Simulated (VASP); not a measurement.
# C: relaxation of cell and atoms with LDA

The system is C.

```
CELL_PARAMETERS angstrom
1.76587 1.76587 0.00000
-1.76587 1.76587 0.00000
0.00000 1.76587 1.76587
ATOMIC_POSITIONS crystal
C 0.50000 0.50000 0.00000
C 0.75000 0.25000 0.50000
```

| Quantity | Value |
| --- | --- |
| Program | VASP 6.6.1 |
| Task | relaxation of cell and atoms |
| Functional | LDA |
| Potentials or basis | VASP PAW LDA potentials, release 64 (C) |
| Cutoff | 600 eV |
| k mesh | 12 × 12 × 12 |
| Occupations | gaussian, width 0.01 eV |
| Spin | no spin polarisation |
| Target pressure | 4 GPa |
| Dipole correction | no |
| Further INCAR settings | ALGO = Normal; EDIFF = 1e-06; IBRION = 2; EDIFFG = -0.002; NSW = 100; ISIF = 3 |

```json
{"Relaxed volume": "5.47 Å³/atom", "Relaxed cell": "a = 2.492 Å, b = 2.492 Å, c = 2.492 Å, α = 60.00°, β = 60.00°, γ = 90.00°", "Space group after relaxing (to 0.05 Å)": "Fd-3m (No. 227)", "Energy change on relaxing (the enthalpy is what falls)": "+0.5 meV/atom", "Ionic steps": "3", "Pressure after relaxing": "4.0 GPa", "Band gap on the k mesh": "4.21 eV, indirect (least direct gap 5.64 eV)"}
```

The path:
```tsv
step	energy change (eV)	largest force (eV/Å)	pressure (GPa)	volume (Å³)
1	0.0000	0.0000	0.83	11.01
2	0.0050	0.0000	8.45	10.84
3	0.0011	0.0000	3.98	10.94
```

Final structure:
```
C
1.0
     1.76195    1.76195    0.00000
    -1.76195    1.76195    0.00000
     0.00000    1.76195    1.76195
C
2
Direct
  0.50000 0.50000 0.00000
  0.75000 0.25000 0.50000
```

Levels at points of the mesh, in eV from the valence-band top:
| k point | band 1 | band 2 | band 3 | band 4 | band 5 | band 6 | band 7 | band 8 |
| --- | --- | --- | --- | --- | --- | --- | --- | --- |
| (0.00, 0.00, 0.00) | -21.81 | 0.00 | 0.00 | 0.00 | 5.64 | 5.64 | 5.64 | 14.39 |
| (0.50, 0.00, 0.00) | -15.76 | -13.77 | -2.88 | -2.88 | 8.54 | 8.54 | 9.51 | 15.73 |
| (0.50, 0.50, 0.00) | -12.87 | -12.87 | -6.51 | -6.51 | 4.79 | 4.79 | 17.18 | 17.18 |

Wall time 25 s on 1 thread of AMD EPYC 7R13, with other jobs on the host, peak memory 0.08 GiB.

Caveat: the cell is relaxed towards a set pressure, so the enthalpy falls and the energy may rise. Zero-point motion and thermal expansion aren't in these numbers.
